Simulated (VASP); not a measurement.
Input of a VASP 6.6.1 run:

The input INCAR:

```
ALGO = Normal
DIPOL = 0.5 0.5 0.497
EDIFF = 1E-7
ENCUT = 520
GGA = PE
IDIPOL = 3
ISIF = 2
ISMEAR = 0
LASPH = True
LCHARG = True
LDIPOL = True
LELF = True
LREAL = False
LVACPOTAV = True
LVHAR = True
LWAVE = False
NBANDS = 28
NELM = 60
PREC = Accurate
SIGMA = 0.1
```

KPOINTS

```
k-points
0
Gamma
  7 7 1
```

The input POSCAR:

```
Sr
1.0
    4.2002232099      0.0000000000      0.0000000000
   -1.4000744000      3.9600084201      0.0000000000
    0.0000000000      0.0000000000     30.2884035892
Sr
4
Direct
    0.5000000000      0.5000000000      0.3301593618
    0.0000000000      0.0000000000      0.4433864571
    0.5000000000      0.5000000000      0.5535853877
    0.0000000000      0.0000000000      0.6594599802
```

Potentials or basis: VASP PAW PBE potentials, release 64 (Sr_sv).

Command:

```bash
$ cat potpaw_PBE.64/Sr_sv/POTCAR > POTCAR
$ mpirun -np 1 vasp_std > vasp.out
```

Question: Predict the largest force.

Answer: 0.149 eV/Å.

Question: What does it give for the band gap on the k mesh?

Answer: Zero (band 20 reaches -0.42 eV, above the bottom of band 21 at -0.63 eV).

Forces in eV/Å, atoms in the order of the input:
```
Sr   0.000  0.000  0.149
Sr   0.000  0.000 -0.141
Sr   0.000  0.000 -0.030
Sr   0.000  0.000  0.022
```
